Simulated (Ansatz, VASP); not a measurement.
# Two plane-wave programs on TaN

```
Ta N
1.0
     5.19600    0.00000    0.00000
    -2.59800    4.49987    0.00000
     0.00000    0.00000    2.91100
Ta N
3 3
Direct
  0.00000 0.00000 0.00000
  0.66667 0.33333 0.50000
  0.33333 0.66667 0.50000
  0.00000 0.39285 0.00000
  0.60715 0.60715 0.00000
  0.39285 0.00000 0.00000
```

Alike in both runs: functional LDA; k mesh 6 × 6 × 9; occupations fermi-dirac, width 0.05 eV; no spin polarisation.

```csv
,VASP,Ansatz
version,VASP 6.6.1,Ansatz 0.2.0
potentials or method,"VASP PAW LDA potentials, release 64 (Ta_pv, N)",Ansatz PAW
plane-wave cutoff (eV),520,420
valence electrons in the cell,48,54
task,single point,band structure
```

```csv
,VASP,Ansatz,Ansatz less VASP
gap on the k mesh at the Fermi level (eV),none,none,-
pressure (GPa),-8.3,-10.0,-1.66
"traceless stress, the component that is largest in VASP (GPa)",-1.79,-1.75,+0.042
rms of the force components (eV/Å),0.013,0.021,+0.0072
```

LDA's correlation is that of Perdew and Zunger in VASP and of Perdew and Wang (1992) in Ansatz. Atom by atom the forces differ by 0.007 eV/Å (rms over components). A gap of «none» marks a metal or a gap that the smearing closes. VASP's potentials hold 48 valence electrons a cell and Ansatz's 54, so a difference there can come from the potentials and not from the codes.

Spin-orbit coupling is off throughout.
